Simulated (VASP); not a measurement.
# Co (Fd-3m) in VASP: notebook, part 2 of 3

VASP 6.6.1.

## (3) Single point, r2SCAN (15.43 Å³/atom)

This run uses another cell than the first one, of 15.43 Å³/atom.

The input, POSCAR:

```
Co
1.0
    0.0000000000      2.4897929094      2.4897929094
    2.4897929094      0.0000000000      2.4897929094
    2.4897929094      2.4897929094      0.0000000000
Co
2
Direct
    0.1250000000      0.1250000000      0.1250000000
    0.8750000000      0.8750000000      0.8750000000
```

The input, INCAR.step1:

```
SYSTEM = Co
ALGO     = Normal         ! electronic algorithm
EDIFF    = 1E-4           ! SCF threshold, eV
ENCUT    = 520            ! plane-wave cutoff, eV
GGA      = PE             ! functional
ISMEAR   = -1             ! smearing method
LASPH    = .TRUE.         ! aspherical terms in the spheres
LCHARG   = .FALSE.        ! write CHGCAR
LREAL    = .FALSE.        ! projectors in reciprocal space
LWAVE    = .TRUE.         ! write WAVECAR
NBANDS   = 16             ! bands
NELM     = 80             ! most SCF steps
PREC     = Accurate       ! precision mode
SIGMA    = 0.1            ! smearing width, eV
```

The input, INCAR.step2:

```
SYSTEM = Co
ALGO     = Normal         ! electronic algorithm
EDIFF    = 1E-6           ! SCF threshold, eV
ENCUT    = 520            ! plane-wave cutoff, eV
ISIF     = 2              ! what is computed and relaxed
ISMEAR   = -1             ! smearing method
ISTART   = 1            
LASPH    = .TRUE.         ! aspherical terms in the spheres
LCHARG   = .FALSE.        ! write CHGCAR
LMIXTAU  = .TRUE.       
LREAL    = .FALSE.        ! projectors in reciprocal space
LWAVE    = .FALSE.        ! write WAVECAR
METAGGA  = R2SCAN         ! meta-GGA
NBANDS   = 16             ! bands
NELM     = 80             ! most SCF steps
PREC     = Accurate       ! precision mode
SIGMA    = 0.1            ! smearing width, eV
```

The input, KPOINTS:

```
k-points
0
G
  13 13 13
  0 0 0
```

Potentials or basis: VASP PAW PBE potentials, release 64 (Co).

The run is started by

```
$ cat potpaw_PBE.64/Co/POTCAR > POTCAR
$ cp INCAR.step1 INCAR
$ mpirun -np 1 vasp_std > vasp.out
$ cp INCAR.step2 INCAR
$ mpirun -np 1 vasp_std > vasp.out
```

OUTCAR:

```text
SYSTEM = Co
   EDIFF = 1E-6
   ENCUT = 520
   ISIF = 2
   ISMEAR = -1
   ISTART = 1
   LASPH = .TRUE.
   LREAL = .FALSE.
   METAGGA = R2SCAN
   NELM = 80
   PREC = Accurate

 ion  position               nearest neighbor table
   1  0.125  0.125  0.125-   2 2.16   2 2.16   2 2.16   2 2.16
   2  0.875  0.875  0.875-   1 2.16   1 2.16   1 2.16   1 2.16

  LATTYP: Found a face centered cubic cell.
 ALAT       =     4.9795858188

  Lattice vectors:

 A1 = (   0.0000000000,   2.4897929094,   2.4897929094)
 A2 = (   2.4897929094,   0.0000000000,   2.4897929094)
 A3 = (   2.4897929094,   2.4897929094,   0.0000000000)

Analysis of symmetry for initial positions (statically):
=====================================================================
 Subroutine PRICEL returns:
 Original cell was already a primitive cell.

 Routine SETGRP: Setting up the symmetry group for a
 face centered cubic supercell.

 Subroutine GETGRP returns: Found 48 space group operations
 (whereof 12 operations were pure point group operations)
 out of a pool of 48 trial point group operations.

The static configuration has the point symmetry D_3d.
 The point group associated with its full space group is O_h .

Analysis of symmetry for dynamics (positions and initial velocities):
=====================================================================
 Subroutine PRICEL returns:
 Original cell was already a primitive cell.

 Routine SETGRP: Setting up the symmetry group for a
 face centered cubic supercell.

 Subroutine GETGRP returns: Found 48 space group operations
 (whereof 12 operations were pure point group operations)
 out of a pool of 48 trial point group operations.

The dynamic configuration has the point symmetry D_3d.
 The point group associated with its full space group is O_h .

 Subroutine INISYM returns: Found 48 space group operations
 (whereof 12 operations are pure point group operations),
[... 113 lines left out ...]
   IALGO  =     38    algorithm
   IMIX   =      4    mixing-type and parameters
     AMIX     =   0.40;   BMIX     =  1.00
     AMIX_MAG =   1.60;   BMIX_MAG =  1.00
  volume/ion in A,a.u.               =      15.43       104.16
  Fermi-wavevector in a.u.,A,eV,Ry     =   1.367705  2.584588 25.451290  1.870617
  Thomas-Fermi vector in A             =   2.493734
   LORBIT       =      0    0 simple, 1 ext, 2 COOP (PROOUT), +10 PAW based schemes
   METAGGA = R2SCAN    functional components
   LHFCALC =     F    Hartree Fock is set to
   AEXX    =    0.0000 exact exchange contribution
   IVDW    =     0    specifies the selected vdW correction
   LEPSILON=     F    determine dielectric tensor
   LRPA    =     F    only Hartree local field effects (RPA)
 non-spin polarized calculation
  energy-cutoff  :      520.00
  volume of cell :       30.87
 maximum number of plane-waves:       869
 NGX is ok and might be reduce to    28
   NGX = 13   NGY = 13   NGZ = 13

 number of electron      18.0000008 magnetization

 Free energy of the ion-electron system (eV)
  ---------------------------------------------------
  ext. energy  EPLUGINS =         0.00000000
  ---------------------------------------------------
  free energy    TOTEN  =       -23.09468713 eV

  energy without entropy =      -22.94648549  energy(sigma->0) =      -23.02058631

 E-fermi :   5.7971     XC(G=0): -11.8966

 val. band max:        5.7902115227   @ k =   0.3077   0.1538   0.0769
 cond. band min:       5.8017560978   @ k =  -0.3846   0.2308   0.0769
 fundamental gap:      0.0115445751
 Fermi energy:         5.7970643882

 k-point     1 :       0.0000    0.0000    0.0000
  band No.  band energies     occupation
      1      -1.1200      2.00000
      2       2.7937      2.00000
      3       2.7937      2.00000
      4       2.9349      2.00000
      5       2.9349      2.00000
      6       2.9349      2.00000
[... 433 lines left out ...]
      3       2.9440      2.00000
      4       2.9867      2.00000
      5       3.2159      2.00000
      6       3.4647      2.00000
[... 8 lines left out ...]
     15      17.4383      0.00000
     16      22.0453      0.00000

 [... further k-points ...]

------------------------ aborting loop because EDIFF is reached ----------------------------------------

  FORCE on cell =-STRESS in cart. coord.  units (eV):
  Direction    XX          YY          ZZ          XY          YZ          ZX
  --------------------------------------------------------------------------------------
  -------------------------------------------------------------------------------------
  Total       -1.8503833     -1.8503833     -1.8503833     -0.0000000     -0.0000000      0.0000000
  in kB      -96.0401030    -96.0401030    -96.0401030     -0.0000000     -0.0000000      0.0000000
  external PRESSURE =     -96.0401030 kB  Pullay stress =       0.0000000 kB

 VOLUME and BASIS-vectors are now :
 -----------------------------------------------------------------------------
  energy-cutoff  :      520.00
  volume of cell :       30.87
      direct lattice vectors                 reciprocal lattice vectors
     0.000000000  2.489792909  2.489792909    -0.200819915  0.200819915  0.200819915
     2.489792909  0.000000000  2.489792909     0.200819915 -0.200819915  0.200819915
     2.489792909  2.489792909  0.000000000     0.200819915  0.200819915 -0.200819915

 POSITION                                       TOTAL-FORCE (eV/Angst)
 -----------------------------------------------------------------------------------
      0.62245      0.62245      0.62245        -0.000000     -0.000000      0.000000
      4.35714      4.35714      4.35714         0.000000      0.000000     -0.000000
 -----------------------------------------------------------------------------------
    total drift:                                0.000000      0.000000     -0.000000

  FREE ENERGIE OF THE ION-ELECTRON SYSTEM (eV)
  ---------------------------------------------------
  free  energy   TOTEN  =       -23.0946871262 eV

  energy  without entropy=      -22.9464854870  energy(sigma->0) =      -23.02058631
```

Run time: 86 s. Hardware: 1 thread of AMD EPYC 9R45 (Zen 5), shared host; peak memory 0.15 GiB.

What came out:

- Free energy: -23.0947 eV
- Pressure: -9.6 GPa
- Band gap on the k mesh: zero (bands 9 and 10 overlap by 0.78 eV)

Levels at points of the mesh, in eV from the Fermi level:
```tsv
k point	band 7	band 8	band 9	band 10	band 11	band 12
(0.00, 0.00, 0.00)	-0.98	-0.98	-0.98	0.23	0.23	13.39
```

Caveat: the cell stands under tension; the PAW data sets were made with another functional, which shifts forces and pressure a little; the run has no spin polarisation, though such a crystal can be magnetic. Spin polarisation is off, so any magnetic state and its effect on volume and gap are missing.

## (4) Single point, r2SCAN (16.01 Å³/atom)

This run uses another cell than the first one, of 16.01 Å³/atom.

The input, POSCAR:

```
Co
1.0
    0.0000000000      2.5201592304      2.5201592304
    2.5201592304      0.0000000000      2.5201592304
    2.5201592304      2.5201592304      0.0000000000
Co
2
Direct
    0.1250000000      0.1250000000      0.1250000000
    0.8750000000      0.8750000000      0.8750000000
```

The input, INCAR.step1:

```
SYSTEM = Co
  ALGO = Normal
  EDIFF = 1E-4
  ENCUT = 520
  GGA = PE
  ISMEAR = -1
  LASPH = .True.
  LCHARG = .False.
  LREAL = .False.
  LWAVE = .True.
  NBANDS = 16
  NELM = 100
  PREC = Accurate
  SIGMA = 0.1
```

The input, INCAR.step2:

```
SYSTEM = Co
  ALGO = Normal
  EDIFF = 1E-7
  ENCUT = 520
  ISIF = 2
  ISMEAR = -1
  ISTART = 1
  LASPH = .True.
  LCHARG = .True.
  LELF = .True.
  LMIXTAU = .True.
  LREAL = .False.
  LVHAR = .True.
  LWAVE = .False.
  METAGGA = R2SCAN
  NBANDS = 16
  NELM = 100
  PREC = Accurate
  SIGMA = 0.1
```

The input, KPOINTS:

```
k-points
0
Gamma
  13 13 13
  0 0 0
```

Potentials or basis: VASP PAW PBE potentials, release 64 (Co).

The run is started by

```
$ cat potpaw_PBE.64/Co/POTCAR > POTCAR
$ cp INCAR.step1 INCAR
$ mpirun -np 1 vasp_std > vasp.out
$ cp INCAR.step2 INCAR
$ mpirun -np 1 vasp_std > vasp.out
```

OUTCAR:

```text
SYSTEM = Co
   EDIFF = 1E-7
   ENCUT = 520
   ISIF = 2
   ISMEAR = -1
   ISTART = 1
   LASPH = .True.
   LREAL = .False.
   METAGGA = R2SCAN
   NELM = 100
   PREC = Accurate

 ion  position               nearest neighbor table
   1  0.125  0.125  0.125-   2 2.18   2 2.18   2 2.18   2 2.18
   2  0.875  0.875  0.875-   1 2.18   1 2.18   1 2.18   1 2.18

  LATTYP: Found a face centered cubic cell.
 ALAT       =     5.0403184608

  Lattice vectors:

 A1 = (   0.0000000000,   2.5201592304,   2.5201592304)
 A2 = (   2.5201592304,   0.0000000000,   2.5201592304)
 A3 = (   2.5201592304,   2.5201592304,   0.0000000000)

Analysis of symmetry for initial positions (statically):
=====================================================================
 Subroutine PRICEL returns:
 Original cell was already a primitive cell.

 Routine SETGRP: Setting up the symmetry group for a
 face centered cubic supercell.

 Subroutine GETGRP returns: Found 48 space group operations
 (whereof 12 operations were pure point group operations)
 out of a pool of 48 trial point group operations.

The static configuration has the point symmetry D_3d.
 The point group associated with its full space group is O_h .

[... 163 lines left out ...]
 cond. band min:       5.4128577742   @ k =  -0.1538   0.1538   0.0000
 fundamental gap:      0.0138694898
 Fermi energy:         5.4033921703

 k-point     1 :       0.0000    0.0000    0.0000
  band No.  band energies     occupation
      1      -1.3175      2.00000
      2       2.5473      2.00000
      3       2.5473      2.00000
      4       2.6687      2.00000
      5       2.6687      2.00000
      6       2.6688      2.00000
[... 433 lines left out ...]
      3       2.6828      2.00000
      4       2.7180      2.00000
      5       2.9498      2.00000
      6       3.1696      2.00000
[... 8 lines left out ...]
     15      16.8263      0.00000
     16      21.3007      0.00000

 [... further k-points ...]

------------------------ aborting loop because EDIFF is reached ----------------------------------------

  FORCE on cell =-STRESS in cart. coord.  units (eV):
  Direction    XX          YY          ZZ          XY          YZ          ZX
  --------------------------------------------------------------------------------------
  -------------------------------------------------------------------------------------
  Total       -2.5866056     -2.5866056     -2.5866056      0.0000000      0.0000000     -0.0000000
  in kB     -129.4573944   -129.4573944   -129.4573944      0.0000000      0.0000000     -0.0000000
  external PRESSURE =    -129.4573944 kB  Pullay stress =       0.0000000 kB

 VOLUME and BASIS-vectors are now :
 -----------------------------------------------------------------------------
  energy-cutoff  :      520.00
  volume of cell :       32.01
      direct lattice vectors                 reciprocal lattice vectors
     0.000000000  2.520159230  2.520159230    -0.198400162  0.198400162  0.198400162
     2.520159230  0.000000000  2.520159230     0.198400162 -0.198400162  0.198400162
     2.520159230  2.520159230  0.000000000     0.198400162  0.198400162 -0.198400162

 POSITION                                       TOTAL-FORCE (eV/Angst)
 -----------------------------------------------------------------------------------
      0.63004      0.63004      0.63004        -0.000000     -0.000000     -0.000000
      4.41028      4.41028      4.41028         0.000000      0.000000      0.000000
 -----------------------------------------------------------------------------------
    total drift:                                0.000000      0.000000     -0.000000

  FREE ENERGIE OF THE ION-ELECTRON SYSTEM (eV)
  ---------------------------------------------------
  free  energy   TOTEN  =       -23.0134875774 eV

  energy  without entropy=      -22.8575298499  energy(sigma->0) =      -22.93550871
```

OSZICAR.step1:

```text
N       E                     dE             d eps       ncg     rms          rms(c)
DAV:   1     0.812140012899E+02    0.81214E+02   -0.82108E+03  2688   0.136E+03
DAV:   2    -0.108121812472E+02   -0.92026E+02   -0.83272E+02  2712   0.228E+02
DAV:   3    -0.130837747084E+02   -0.22716E+01   -0.22230E+01  3232   0.508E+01
DAV:   4    -0.131179531734E+02   -0.34178E-01   -0.34171E-01  3776   0.497E+00
DAV:   5    -0.131182296942E+02   -0.27652E-03   -0.27651E-03  3296   0.456E-01    0.112E+01
DAV:   6    -0.124493444601E+02    0.66889E+00   -0.15783E+01  3064   0.703E+01    0.829E+00
DAV:   7    -0.114161092763E+02    0.10332E+01   -0.41752E+00  3144   0.328E+01    0.140E+00
DAV:   8    -0.114025604682E+02    0.13549E-01   -0.29751E-02  3200   0.182E+00    0.627E-01
DAV:   9    -0.113991338357E+02    0.34266E-02   -0.56372E-03  3832   0.108E+00    0.125E-01
DAV:  10    -0.113990209154E+02    0.11292E-03   -0.36906E-04  2760   0.289E-01    0.345E-02
DAV:  11    -0.113990175613E+02    0.33541E-05   -0.10221E-05  1416   0.470E-02
   1 F= -.11399018E+02 E0= -.11318958E+02  d E =-.160120E+00
```

Run time: 1.9 min. Hardware: 1 thread of AMD EPYC 9R45 (Zen 5), shared host; peak memory 0.16 GiB.

Results:

| Item | Value |
| --- | --- |
| Free energy | -23.0135 eV |
| Pressure | -12.9 GPa |
| Band gap on the k mesh | zero (bands 9 and 10 overlap by 0.73 eV) |

Caveat: the cell stands under tension; the PAW data sets were made with another functional, which shifts forces and pressure a little; the run has no spin polarisation, though such a crystal can be magnetic. Spin polarisation is off, so any magnetic state and its effect on volume and gap are missing.

[end of part 2 of 3]

The gap in the log of VASP goes by the Fermi energy; the results here count the filled bands.